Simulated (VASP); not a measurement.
A run of VASP 6.6.1:

Contents of INCAR:

```
SYSTEM = Ge2Sb2Te5
  ALGO = Normal
  EDIFF = 1E-7
  ENCUT = 520
  GGA = PE
  ISIF = 2
  ISMEAR = 0
  LASPH = .True.
  LCHARG = .False.
  LREAL = .False.
  LWAVE = .False.
  NBANDS = 44
  NELM = 100
  PREC = Accurate
  SIGMA = 0.2
```

KPOINTS

```
k-points
0
Gamma
  4 4 3
  0 0 0
```

The input POSCAR:

```
Ge2Sb2Te5
1.0
    6.8391360000     -3.0660060000      0.0000000000
    6.8391360000      3.0660060000      0.0000000000
   -6.8309770000      0.0000000000      6.8476090000
Ge Sb Te
2 2 5
Direct
    0.4973430000      0.4973430000      0.0110440000
    0.2842870000      0.2842870000      0.1878300000
    0.1118700000      0.1118700000      0.4173520000
    0.9017080000      0.9017080000      0.5878730000
    0.3999590000      0.3999590000      0.5971180000
    0.2065190000      0.2065190000      0.8098030000
    0.0083240000      0.0083240000      0.0064350000
    0.7952880000      0.7952880000      0.1961120000
    0.5947020000      0.5947020000      0.3864330000
```

Potentials or basis: VASP PAW PBE potentials, release 64 (Ge_d, Sb, Te).

The run is started by

```sh
$ cat potpaw_PBE.64/Ge_d/POTCAR potpaw_PBE.64/Sb/POTCAR potpaw_PBE.64/Te/POTCAR > POTCAR
$ mpirun -np 1 vasp_std > vasp.out
```

Hardware: 1 thread of Intel(R) Xeon(R) 6975P-C (Granite Rapids), with other jobs on the host.

**Question.** How long does it take, and how much memory?

**Answer.** It took 2.9 min on 1 thread of Intel(R) Xeon(R) 6975P-C (Granite Rapids) (shared host), peak memory 0.58 GiB. Counts: scf iterations 15, k points 17.
